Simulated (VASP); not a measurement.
# CdS (F-43m) in VASP: a series of runs, part 2 of 2

VASP 6.6.1. The steps go on from the part before.

### 3 Single point, PBE+D4

Input file INCAR:

```
SYSTEM = CdS
ALGO = Normal
EDIFF = 1E-6
ENCUT = 500
GGA = PE
GGA_COMPAT = .FALSE.
ISIF = 2
ISMEAR = 0
IVDW = 13
LASPH = .TRUE.
LCHARG = .FALSE.
LREAL = .FALSE.
LWAVE = .FALSE.
NBANDS = 16
NELM = 120
PREC = Accurate
SIGMA = 0.01
```

Input file KPOINTS:

```
k-points
0
G
  6 6 6
  0 0 0
```

Input file POSCAR:

```
CdS
1.0
    0.0000000000      2.9392138883      2.9392138883
    2.9392138883      0.0000000000      2.9392138883
    2.9392138883      2.9392138883      0.0000000000
Cd S
1 1
Direct
    0.0000000000      0.0000000000      0.0000000000
    0.2500000000      0.2500000000      0.2500000000
```

Potentials or basis: VASP PAW PBE potentials, release 64 (Cd, S).

Launch:

```sh
> cat potpaw_PBE.64/Cd/POTCAR potpaw_PBE.64/S/POTCAR > POTCAR
> mpirun -np 1 vasp_std > vasp.out
```

OUTCAR:

```text
SYSTEM = CdS
   EDIFF = 1E-6
   ENCUT = 500
   GGA = PE
   ISIF = 2
   ISMEAR = 0
   IVDW = 13
   LASPH = .TRUE.
   LREAL = .FALSE.
   NELM = 120
   PREC = Accurate

 ion  position               nearest neighbor table
   1  0.000  0.000  0.000-   2 2.55   2 2.55   2 2.55   2 2.55
   2  0.250  0.250  0.250-   1 2.55   1 2.55   1 2.55   1 2.55

  LATTYP: Found a face centered cubic cell.
 ALAT       =     5.8784277766

  Lattice vectors:

 A1 = (   0.0000000000,   2.9392138883,   2.9392138883)
 A2 = (   2.9392138883,   0.0000000000,   2.9392138883)
 A3 = (   2.9392138883,   2.9392138883,   0.0000000000)

Analysis of symmetry for initial positions (statically):
=====================================================================
 Subroutine PRICEL returns:
 Original cell was already a primitive cell.

 Routine SETGRP: Setting up the symmetry group for a
 face centered cubic supercell.

 Subroutine GETGRP returns: Found 24 space group operations
 (whereof 24 operations were pure point group operations)
 out of a pool of 48 trial point group operations.

The static configuration has the point symmetry T_d .

Analysis of symmetry for dynamics (positions and initial velocities):
=====================================================================
 Subroutine PRICEL returns:
 Original cell was already a primitive cell.

 Routine SETGRP: Setting up the symmetry group for a
 face centered cubic supercell.

 Subroutine GETGRP returns: Found 24 space group operations
 (whereof 24 operations were pure point group operations)
 out of a pool of 48 trial point group operations.

The dynamic configuration has the point symmetry T_d .

 Subroutine INISYM returns: Found 24 space group operations
 (whereof 24 operations are pure point group operations),
 and found     1 'primitive' translations

----------------------------------------------------------------------------------------

                                     Primitive cell

  volume of cell :      50.7836

  direct lattice vectors                    reciprocal lattice vectors
     0.000000000  2.939213888  2.939213888    -0.170113513  0.170113513  0.170113513
     2.939213888  0.000000000  2.939213888     0.170113513 -0.170113513  0.170113513
     2.939213888  2.939213888  0.000000000     0.170113513  0.170113513 -0.170113513

  length of vectors
     4.156676144  4.156676144  4.156676144     0.294645248  0.294645248  0.294645248

  position of ions in fractional coordinates (direct lattice)
     0.000000000  0.000000000  0.000000000
     0.250000000  0.250000000  0.250000000

  ion indices of the primitive-cell ions
   primitive index   ion index
                 1           1
                 2           2

----------------------------------------------------------------------------------------

 KPOINTS: k-points

Automatic generation of k-mesh.
 Grid dimensions read from file:
 generate k-points for:    6    6    6

 Generating k-lattice:

  Cartesian coordinates                     Fractional coordinates (reciprocal lattice)
    -0.028352252  0.028352252  0.028352252     0.166666667  0.000000000  0.000000000
     0.028352252 -0.028352252  0.028352252     0.000000000  0.166666667  0.000000000
     0.028352252  0.028352252 -0.028352252     0.000000000  0.000000000  0.166666667

  Length of vectors
     0.049107541  0.049107541  0.049107541

  Shift w.r.t. Gamma in fractional coordinates (k-lattice)
     0.000000000  0.000000000  0.000000000

 Subroutine IBZKPT returns following result:
 ===========================================

 Found     16 irreducible k-points:

 Following reciprocal coordinates:
            Coordinates               Weight
  0.000000  0.000000  0.000000      1.000000
  0.166667  0.000000  0.000000      8.000000
  0.333333  0.000000  0.000000      8.000000
  0.500000  0.000000  0.000000      4.000000
  0.166667  0.166667  0.000000      6.000000
  0.333333  0.166667  0.000000     24.000000
[... 8 lines left out ...]
 -0.333333  0.333333  0.166667     24.000000
 -0.333333  0.500000  0.166667     12.000000
   k-points           NKPTS =     16   k-points in BZ     NKDIM =     16   number of bands    NBANDS=     16
   number of dos      NEDOS =    301   number of ions     NIONS =      2
   total plane-waves  NPLWV =  27000
   dimension x,y,z NGX =    30 NGY =   30 NGZ =   30
   dimension x,y,z NGXF=    60 NGYF=   60 NGZF=   60
   ions per type =               1   1
   NGX,Y,Z   is equivalent  to a cutoff of  12.00, 12.00, 12.00 a.u.
   NGXF,Y,Z  is equivalent  to a cutoff of  24.00, 24.00, 24.00 a.u.
 SYSTEM =  CdS
   PREC   = accura    normal or accurate (medium, high low for compatibility)
   ISTART =      0    job   : 0-new  1-cont  2-samecut
   ICHARG =      2    charge: 1-file 2-atom 10-const
   ISPIN  =      1    spin polarized calculation?
   LNONCOLLINEAR =      F non collinear calculations
   LSORBIT =      F    spin-orbit coupling
   LASPH  =      T    aspherical Exc in radial PAW
   ENCUT  =  500.0 eV  36.75 Ry    6.06 a.u.   7.58  7.58  7.58*2*pi/ulx,y,z
   NELM   =    120;   NELMIN=  2; NELMDL= -5     # of ELM steps
   EDIFF  = 0.1E-05   stopping-criterion for ELM
   LREAL  =      F    real-space projection
   EDIFFG = 0.1E-04   stopping-criterion for IOM
   NSW    =      0    number of steps for IOM
   IBRION =     -1    ionic relax: 0-MD 1-quasi-New 2-CG
   NFREE  =      0    steps in history (QN), initial steepest desc. (CG)
   ISIF   =      2    stress and relaxation
   ISYM   =      2    0-nonsym 1-usesym 2-fastsym
   POTIM  = 0.5000    time-step for ionic-motion
   TEBEG  =    0.0;   TEEND  =   0.0 temperature during run
   PSTRESS=    0.0 pullay stress
   NELECT =      18.0000    total number of electrons
   NUPDOWN=      -1.0000    fix difference up-down
   EMIN   =  10.00;   EMAX   =-10.00  energy-range for DOS
   EFERMI =   0.00;   METHOD = LEGACY
   ISMEAR =     0;   SIGMA  =   0.01  broadening in eV -4-tet -1-fermi 0-gaus
   EFERMI_NEDOS =   21; number of points for ismear=-14 and -15
   IALGO  =     38    algorithm
   IMIX   =      4    mixing-type and parameters
     AMIX     =   0.40;   BMIX     =  1.00
     AMIX_MAG =   1.60;   BMIX_MAG =  1.00
  volume/ion in A,a.u.               =      25.39       171.35
  Fermi-wavevector in a.u.,A,eV,Ry     =   1.158576  2.189391 18.263073  1.342298
  Thomas-Fermi vector in A             =   2.295177
   LORBIT       =      0    0 simple, 1 ext, 2 COOP (PROOUT), +10 PAW based schemes
   GGA     = PE    functional components
   LHFCALC =     F    Hartree Fock is set to
   AEXX    =    0.0000 exact exchange contribution
   IVDW    =    13    specifies the selected vdW correction
   LEPSILON=     F    determine dielectric tensor
   LRPA    =     F    only Hartree local field effects (RPA)
 non-spin polarized calculation
 Gauss-broadening in eV      SIGMA  =   0.01
  energy-cutoff  :      500.00
  volume of cell :       50.78
 maximum number of plane-waves:      1308
   NGX = 15   NGY = 15   NGZ = 15

 number of electron      17.9999992 magnetization

 Free energy of the ion-electron system (eV)
  ---------------------------------------------------
  ext. energy  EPLUGINS =         0.00000000
  ---------------------------------------------------
  free energy    TOTEN  =        -6.13702179 eV

  energy without entropy =       -6.13702179  energy(sigma->0) =       -6.13702179

 E-fermi :   1.1721     XC(G=0):  -9.0402

 val. band max:        1.1199828713   @ k =   0.0000   0.0000   0.0000
 cond. band min:       2.2170128771   @ k =   0.0000   0.0000   0.0000
 fundamental gap:      1.0970300058
 Fermi energy:         1.1721421694

 k-point     1 :       0.0000    0.0000    0.0000
  band No.  band energies     occupation
      1     -11.1095      2.00000
      2      -6.5289      2.00000
      3      -6.5289      2.00000
      4      -6.5289      2.00000
      5      -6.0804      2.00000
      6      -6.0804      2.00000
[... 8 lines left out ...]
     15      12.5635      0.00000
     16      12.5635      0.00000
[... 267 lines left out ...]
 k-point    16 :      -0.3333    0.5000    0.1667
  band No.  band energies     occupation
      1     -10.5820      2.00000
      2      -6.3110      2.00000
      3      -6.2740      2.00000
      4      -6.1524      2.00000
      5      -6.0407      2.00000
      6      -5.5267      2.00000
[... 8 lines left out ...]
     15      14.2500      0.00000
     16      14.3561      0.00000

------------------------ aborting loop because EDIFF is reached ----------------------------------------

  DFT-D4 for vdW energy calculation

  Edisp (eV):   -0.61172

  FORCE on cell =-STRESS in cart. coord.  units (eV):
  Direction    XX          YY          ZZ          XY          YZ          ZX
  --------------------------------------------------------------------------------------
  -------------------------------------------------------------------------------------
  Total      -0.13499    -0.13499    -0.13499     0.00000     0.00000     0.00000
  in kB      -4.25869    -4.25869    -4.25869     0.00000     0.00000     0.00000
  external pressure =       -4.26 kB  Pullay stress =        0.00 kB

 VOLUME and BASIS-vectors are now :
 -----------------------------------------------------------------------------
  energy-cutoff  :      500.00
  volume of cell :       50.78
      direct lattice vectors                 reciprocal lattice vectors
     0.000000000  2.939213888  2.939213888    -0.170113513  0.170113513  0.170113513
     2.939213888  0.000000000  2.939213888     0.170113513 -0.170113513  0.170113513
     2.939213888  2.939213888  0.000000000     0.170113513  0.170113513 -0.170113513

 POSITION                                       TOTAL-FORCE (eV/Angst)
 -----------------------------------------------------------------------------------
      0.00000      0.00000      0.00000        -0.000000     -0.000000     -0.000000
      1.46961      1.46961      1.46961         0.000000      0.000000      0.000000
 -----------------------------------------------------------------------------------
    total drift:                                0.000000      0.000000     -0.000000

  FREE ENERGIE OF THE ION-ELECTRON SYSTEM (eV)
  ---------------------------------------------------
  free  energy   TOTEN  =        -6.7487457476 eV

  energy  without entropy=       -6.7487457476  energy(sigma->0) =       -6.74874575
```

OSZICAR:

```text
N       E                     dE             d eps       ncg     rms          rms(c)
DAV:   1     0.999089646696E+02    0.99909E+02   -0.88428E+03   552   0.988E+02
DAV:   2    -0.292920005250E+01   -0.10284E+03   -0.97713E+02   624   0.244E+02
DAV:   3    -0.666258552399E+01   -0.37334E+01   -0.37262E+01   648   0.480E+01
DAV:   4    -0.668589288843E+01   -0.23307E-01   -0.23306E-01   632   0.373E+00
DAV:   5    -0.668621810119E+01   -0.32521E-03   -0.32521E-03   640   0.416E-01    0.772E+00
DAV:   6    -0.615521562327E+01    0.53100E+00   -0.84976E-01   768   0.114E+01    0.625E+00
DAV:   7    -0.613659027753E+01    0.18625E-01   -0.19389E-01   616   0.300E+00    0.308E+00
DAV:   8    -0.613688317489E+01   -0.29290E-03   -0.17541E-02   584   0.166E+00    0.294E-01
DAV:   9    -0.613680815092E+01    0.75024E-04   -0.20652E-03   632   0.660E-01    0.599E-02
DAV:  10    -0.613694297987E+01   -0.13483E-03   -0.24811E-04   576   0.155E-01    0.696E-02
DAV:  11    -0.613702948223E+01   -0.86502E-04   -0.13733E-04   656   0.924E-02    0.237E-02
DAV:  12    -0.613702080367E+01    0.86786E-05   -0.25633E-05   648   0.647E-02    0.983E-03
DAV:  13    -0.613702206472E+01   -0.12611E-05   -0.39795E-06   600   0.116E-02    0.910E-03
DAV:  14    -0.613702179046E+01    0.27426E-06   -0.26102E-07   504   0.320E-03
   1 F= -.67487457E+01 E0= -.67487457E+01  d E =-.119851E-15
```

stdout:

```text
POSCAR found type information on POSCAR CdS
 POSCAR found :  2 types and       2 ions
 scaLAPACK will be used
 LDA part: xc-table for (Slater+PW92), standard interpolation
 POSCAR, INCAR and KPOINTS ok, starting setup
 FFT: planning ... GRIDC
 FFT: planning ... GRID_SOFT
 FFT: planning ... GRID
 WAVECAR not read
 entering main loop
```

It took 24 s on 1 thread of Intel Xeon 8259CL, shared host; peak memory 0.17 GiB.

What came out:

| Item | Value |
| --- | --- |
| Free energy | -6.7487 eV |
| Pressure | -0.4 GPa |
| Band gap on the k mesh | 1.10 eV |
| Dispersion energy per atom | -0.306 eV |
